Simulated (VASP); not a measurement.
W, 1 atom in the cell. Symmetry: Im-3m, No. 229, cubic system. The conventional cell has a = 3.192 Å, b = 3.192 Å, c = 3.192 Å, α = 90.00°, β = 90.00°, γ = 90.00°. Within 3.6 Å of W (site symmetry m-3m) lie 14 W at 2.76 to 3.19 Å. 

* Program: VASP 6.6.1
* Task: single point
* Functional: r2SCAN
* Potentials or basis: VASP PAW PBE potentials, release 64 (W_sv)
* Cutoff: 520 eV
* k mesh: 11 × 11 × 11
* Occupations: gaussian, width 0.0123 eV
* Spin: no spin polarisation
* Dipole correction: no
* Further INCAR settings: ALGO = Normal; EDIFF = 1e-06; NBANDS = 13

Potentials or basis: VASP PAW PBE potentials, release 64 (W_sv).

Run with:

```bash
$ cat potpaw_PBE.64/W_sv/POTCAR > POTCAR
$ cp INCAR.step1 INCAR
$ mpirun -np 1 vasp_std > vasp.out
$ cp INCAR.step2 INCAR
$ mpirun -np 1 vasp_std > vasp.out
```

Hardware: 1 thread of AMD EPYC 7R13 Processor (Zen 3), with other jobs on the host.

Task: Estimate the wall time of this run.

Result: It took 47 s on 1 thread of AMD EPYC 7R13 Processor (Zen 3), on a shared host, peak memory 0.12 GiB. Counts: k points 56.
